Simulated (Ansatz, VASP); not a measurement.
Two plane-wave programs on PbS

```
CELL_PARAMETERS angstrom
0.00000 2.96575 2.96575
2.96575 0.00000 2.96575
2.96575 2.96575 0.00000
ATOMIC_POSITIONS crystal
Pb 0.00133 0.99854 0.00032
S 0.49139 0.50944 0.49796
```

Alike in both runs: task single point; functional PBE; k mesh 3 × 3 × 3; no spin polarisation.

|  | VASP | Ansatz |
| --- | --- | --- |
| version | VASP 6.6.1 | Ansatz 0.2.0 |
| potentials or method | VASP PAW PBE potentials, release 64 (Pb_d, S) | plane waves, PAW |
| plane-wave cutoff (eV) | 500 | 420 |
| occupations | gaussian, width 0.01 eV | fixed |
| valence electrons in the cell | 20 | 20 |

|  | VASP | Ansatz | Ansatz less VASP |
| --- | --- | --- | --- |
| rms of the force components (eV/Å) | 0.007 | 0.007 | -0.0002 |

Atom by atom the forces differ by 0.000 eV/Å (rms over components).

The k mesh is coarse, so the values compare programs but aren't converged. Neither program's run includes spin-orbit coupling.
